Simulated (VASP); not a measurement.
A run of VASP 6.6.1:

File INCAR:

```
SYSTEM = Si5F
ALGO = Normal
EDIFF = 1E-6
ENCUT = 520
GGA = PE
ISIF = 2
ISMEAR = 0
LASPH = .TRUE.
LCHARG = .TRUE.
LELF = .TRUE.
LREAL = .FALSE.
LVHAR = .TRUE.
LWAVE = .FALSE.
NBANDS = 22
NELM = 80
PREC = Accurate
SIGMA = 0.1
```

Contents of KPOINTS:

```
k-points
0
G
  12 12 4
  0 0 0
```

The input POSCAR:

```
Si5F
1.0
    2.6686075624      0.0000000000      0.0000000000
   -1.3343037812      2.3110819418      0.0000000000
    0.0000000000      0.0000000000     13.2949399516
Si F
5 1
Direct
    0.6666666667      0.3333333333      0.8535489117
    0.3333333333      0.6666666667      0.6760320096
    0.6666666667      0.3333333333      0.5000000000
    0.3333333333      0.6666666667      0.3239679904
    0.6666666667      0.3333333333      0.1464510883
    0.3333333333      0.6666666667      0.0000000000
```

Potentials or basis: VASP PAW PBE potentials, release 64 (Si, F).

Run with:

```bash
$ cat potpaw_PBE.64/Si/POTCAR potpaw_PBE.64/F/POTCAR > POTCAR
$ mpirun -np 1 vasp_std > vasp.out
```

Hardware: 1 thread of Intel(R) Xeon(R) Platinum 8259CL CPU @ 2.50GHz (Skylake/Cascade Lake), with other jobs on the host.

Estimate the wall time of this run.

It took 95 s on 1 thread of Intel(R) Xeon(R) Platinum 8259CL CPU @ 2.50GHz (Skylake/Cascade Lake) (shared host), peak memory 0.23 GiB. Counts: scf iterations 14, k points 57.
